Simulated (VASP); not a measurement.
# Si (I4_1/amd) in VASP: a series of runs, part 2 of 2

VASP 6.6.1. Earlier steps stand in the parts before.

**5. Single point, LDA (strain -0.080 along x and y, +0.000 along z)**

Input file INCAR:

```
  PREC = Accurate
  ENCUT = 520
  EDIFF = 1E-6
  ISMEAR = 0
  SIGMA = 0.15
  LREAL = False
  LASPH = True
  NELM = 60
  ALGO = Normal
  ISIF = 2
  LWAVE = False
  LCHARG = False
  GGA = CA
  NBANDS = 11
```

Input file KPOINTS:

```
Automatic mesh
0
Gamma
  20 20 20
```

Input file POSCAR:

```
Si
1.0
   -2.1816625201      2.1816625201      1.3292653899
    2.1816625201     -2.1816625201      1.3292653899
    2.1816625201      2.1816625201     -1.3292653899
Si
2
Direct
    0.2500000000      0.7500000000      0.5000000000
    0.5000000000      0.5000000000      0.0000000000
```

Potentials or basis: VASP PAW LDA potentials, release 64 (Si).

The run is started by

```console
> cat potpaw_LDA.64/Si/POTCAR > POTCAR
> mpirun -np 1 vasp_std > vasp.out
```

OUTCAR:

```text
PREC = Accurate
   ENCUT = 520
   EDIFF = 1E-6
   ISMEAR = 0
   LREAL = False
   LASPH = True
   NELM = 60
   ISIF = 2
   GGA = CA

 ion  position               nearest neighbor table
   1  0.250  0.750  0.500-   2 2.28   2 2.28   2 2.28   2 2.28   2 2.96   2 2.96   2 2.96   2 2.96

   2  0.500  0.500  0.000-   1 2.28   1 2.28   1 2.28   1 2.28   1 2.96   1 2.96   1 2.96   1 2.96

  LATTYP: Found a body centered tetragonal cell.
 ALAT       =     4.3633250402
 C/A-ratio  =     0.6092901068

  Lattice vectors:

 A1 = (  -2.1816625201,   2.1816625201,   1.3292653899)
 A2 = (   2.1816625201,  -2.1816625201,   1.3292653899)
 A3 = (   2.1816625201,   2.1816625201,  -1.3292653899)

Analysis of symmetry for initial positions (statically):
=====================================================================
 Subroutine PRICEL returns:
 Original cell was already a primitive cell.

 Routine SETGRP: Setting up the symmetry group for a
 body centered tetragonal supercell.

 Subroutine GETGRP returns: Found 16 space group operations
 (whereof  8 operations were pure point group operations)
 out of a pool of 16 trial point group operations.

The static configuration has the point symmetry D_2d.
[... 169 lines left out ...]
 Fermi energy:        11.6347303126

 k-point     1 :       0.0000    0.0000    0.0000
  band No.  band energies     occupation
      1      -3.7556      2.00000
      2       9.4472      2.00000
      3       9.4472      2.00000
      4      11.8589      0.03459
      5      12.8317      0.00000
      6      19.0250      0.00000
      7      20.5008      0.00000
      8      21.9967      0.00000
      9      21.9967      0.00000
     10      22.5023      0.00000
     11      23.6480      0.00000
[... 309 lines left out ...]
 k-point    24 :      -0.3500    0.0500    0.0000
  band No.  band energies     occupation
      1      -1.0045      2.00000
      2       7.4599      2.00000
      3       8.5810      2.00000
      4       9.3810      2.00000
      5      13.1657      0.00000
      6      14.7558      0.00000
      7      17.6372      0.00000
      8      18.2554      0.00000
      9      19.2888      0.00000
     10      20.0570      0.00000
     11      26.3242      0.00000

 [... further k-points ...]
[... 5 lines left out ...]
  --------------------------------------------------------------------------------------
  -------------------------------------------------------------------------------------
  Total        6.1334139      6.1334139      2.2937878      0.0000000      0.0000000      0.0000000
  in kB      388.2987796    388.2987796    145.2168412      0.0000000      0.0000000      0.0000000
  external PRESSURE =     307.2714668 kB  Pullay stress =       0.0000000 kB

 VOLUME and BASIS-vectors are now :
 -----------------------------------------------------------------------------
  energy-cutoff  :      520.00
  volume of cell :       25.31
      direct lattice vectors                 reciprocal lattice vectors
    -2.181662520  2.181662520  1.329265390     0.000000000  0.229183018  0.376147610
     2.181662520 -2.181662520  1.329265390     0.229183018  0.000000000  0.376147610
     2.181662520  2.181662520 -1.329265390     0.229183018  0.229183018  0.000000000

 POSITION                                       TOTAL-FORCE (eV/Angst)
 -----------------------------------------------------------------------------------
      2.18166     -0.00000      0.66463         0.000000     -0.000000     -0.000000
      0.00000      0.00000      1.32927        -0.000000      0.000000      0.000000
 -----------------------------------------------------------------------------------
    total drift:                                0.000000      0.000000      0.000000

  FREE ENERGIE OF THE ION-ELECTRON SYSTEM (eV)
  ---------------------------------------------------
  free  energy   TOTEN  =       -11.0467940279 eV

  energy  without entropy=      -11.0410113224  energy(sigma->0) =      -11.04390268
```

OSZICAR:

```text
N       E                     dE             d eps       ncg     rms          rms(c)
DAV:   1     0.519413872900E+01    0.51941E+01   -0.35452E+03 14118   0.621E+02
DAV:   2    -0.107257261699E+02   -0.15920E+02   -0.15321E+02 18008   0.876E+01
DAV:   3    -0.111365656807E+02   -0.41084E+00   -0.40876E+00 18400   0.117E+01
DAV:   4    -0.111380358304E+02   -0.14701E-02   -0.14700E-02 17092   0.867E-01
DAV:   5    -0.111380414372E+02   -0.56068E-05   -0.56071E-05 18117   0.485E-02    0.598E+00
DAV:   6    -0.110770365085E+02    0.61005E-01   -0.21586E-02 16945   0.667E-01    0.350E+00
DAV:   7    -0.110470102508E+02    0.30026E-01   -0.38983E-02 17287   0.941E-01    0.161E-01
DAV:   8    -0.110468084753E+02    0.20178E-03   -0.31372E-03 16093   0.339E-01    0.659E-02
DAV:   9    -0.110467946666E+02    0.13809E-04   -0.37173E-05 17952   0.383E-02    0.560E-02
DAV:  10    -0.110467940279E+02    0.63874E-06   -0.26114E-06 16474   0.110E-02
   1 F= -.11046794E+02 E0= -.11043903E+02  d E =-.578271E-02
```

Run time: 100 s. Hardware: 1 thread of Intel Xeon Platinum 8488C (Sapphire Rapids), shared host; peak memory 0.24 GiB.

What came out:

```
Free energy            : -11.0468 eV
Pressure               : 30.7 GPa
Band gap on the k mesh : zero (band 4 reaches 15.10 eV, above the bottom of band 5 at 6.51 eV)
```

Stress tensor (GPa, compression positive):
```
38.83  0.00  0.00
 0.00 38.83  0.00
 0.00  0.00 14.52
```

Caveat: the cell differs from its parent crystal (strain -0.080 along x and y, +0.000 along z).

**6. Single point, LDA (strain -0.040 along x and y, -0.080 along z)**

Input file INCAR:

```
  ALGO = Normal
  EDIFF = 1E-6
  ENCUT = 520
  ISIF = 2
  ISMEAR = 0
  LASPH = T
  LCHARG = T
  LELF = T
  LREAL = F
  LVHAR = T
  LWAVE = F
  NBANDS = 11
  NELM = 100
  PREC = Accurate
  SIGMA = 0.15
```

Input file KPOINTS:

```
k-points
0
Gamma
  20 20 20
```

Input file POSCAR:

```
Si
1.0
   -2.2765174123      2.2765174123      1.2229241587
    2.2765174123     -2.2765174123      1.2229241587
    2.2765174123      2.2765174123     -1.2229241587
Si
2
Direct
    0.2500000000      0.7500000000      0.5000000000
    0.5000000000      0.5000000000      0.0000000000
```

Potentials or basis: VASP PAW LDA potentials, release 64 (Si).

The run is started by

```console
> cat potpaw_LDA.64/Si/POTCAR > POTCAR
> mpirun -np 1 vasp_std > vasp.out
```

Wall time 99 s (1 thread of Intel Xeon Platinum 8488C (Sapphire Rapids), shared host); peak memory 0.24 GiB.

The run converged. Its results:

| Property | Result |
| --- | --- |
| Free energy | -11.2038 eV |
| Pressure | 25.7 GPa |
| Band gap on the k mesh | zero (band 4 reaches 14.06 eV, above the bottom of band 5 at 6.70 eV) |

Stress tensor (GPa, compression positive):
```
24.97  0.00  0.00
 0.00 24.97  0.00
 0.00  0.00 27.23
```

Levels at points of the mesh, in eV from the Fermi level:
| k point | band 2 | band 3 | band 4 | band 5 | band 6 | band 7 |
| --- | --- | --- | --- | --- | --- | --- |
| (0.00, 0.00, 0.00) | -3.04 | -3.04 | -1.86 | 0.69 | 8.08 | 10.15 |
| (0.50, 0.00, 0.00) | -7.68 | -2.47 | -1.84 | -1.10 | 0.55 | 5.24 |
| (0.50, 0.50, 0.00) | -11.96 | 0.05 | 0.05 | 2.53 | 2.53 | 10.42 |
| (0.50, 0.50, 0.50) | -9.08 | -8.03 | -8.03 | 7.07 | 7.07 | 15.03 |

Caveat: the cell differs from its parent crystal (strain -0.040 along x and y, -0.080 along z).

**7. Overview**

| cell | gap on the mesh (eV) | pressure (GPa) |
| --- | --- | --- |
| a = 3.752 Å, angles 97.8, 97.8, 136.8°, 2 atoms | none | -11.0 |
| a = 3.319 Å, angles 97.8, 97.8, 136.8°, 2 atoms | none | 48.6 |
| a = 3.339 Å, angles 98.4, 98.4, 135.1°, 2 atoms | none | 38.5 |
| a = 3.360 Å, angles 99.0, 99.0, 133.4°, 2 atoms | none | 30.7 |
| a = 3.444 Å, angles 97.2, 97.2, 138.4°, 2 atoms | none | 25.7 |

Alike in all rows: task single point; level LDA; potentials or basis VASP PAW LDA potentials, release 64 (Si); no spin polarisation; k mesh 20 × 20 × 20; cutoff (eV) 520; smearing gaussian 0.15 eV.

Absolute energies hang on the potentials; compare differences alone.
